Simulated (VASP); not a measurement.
A run of VASP 6.6.1 is set up as follows.

File INCAR:

```
ALGO = Normal
EDIFF = 1E-6
ENCUT = 520
GGA = PE
ISIF = 2
ISMEAR = 0
LASPH = T
LCHARG = F
LREAL = F
LWAVE = F
NBANDS = 28
NELM = 100
PREC = Accurate
SIGMA = 0.02
```

KPOINTS

```
k-points
0
Gamma
  8 8 8
```

POSCAR

```
SrTiO3
1.0
    3.8145807062      0.0000000000      0.0000000000
    0.0000000000      3.8145807062      0.0000000000
    0.0000000000      0.0000000000      3.8145807062
Sr Ti O
1 1 3
Direct
    0.5000000000      0.5000000000      0.5000000000
    0.0000000000      0.0000000000      0.0000000000
    0.5000000000      0.0000000000      0.0000000000
    0.0000000000      0.5000000000      0.0000000000
    0.0000000000      0.0000000000      0.5000000000
```

Potentials or basis: VASP PAW PBE potentials, release 64 (Sr_sv, Ti_sv, O).

Launch:

```console
$ cat potpaw_PBE.64/Sr_sv/POTCAR potpaw_PBE.64/Ti_sv/POTCAR potpaw_PBE.64/O/POTCAR > POTCAR
$ mpirun -np 1 vasp_std > vasp.out
```

**Question.** What does it give for the pressure?

**Answer.** 20.6 GPa.

**Question.** Predict the band gap on the k mesh.

**Answer.** 1.98 eV (least direct gap 2.29 eV).

Caveat: the cell stands under pressure. A k mesh can miss the band edges.
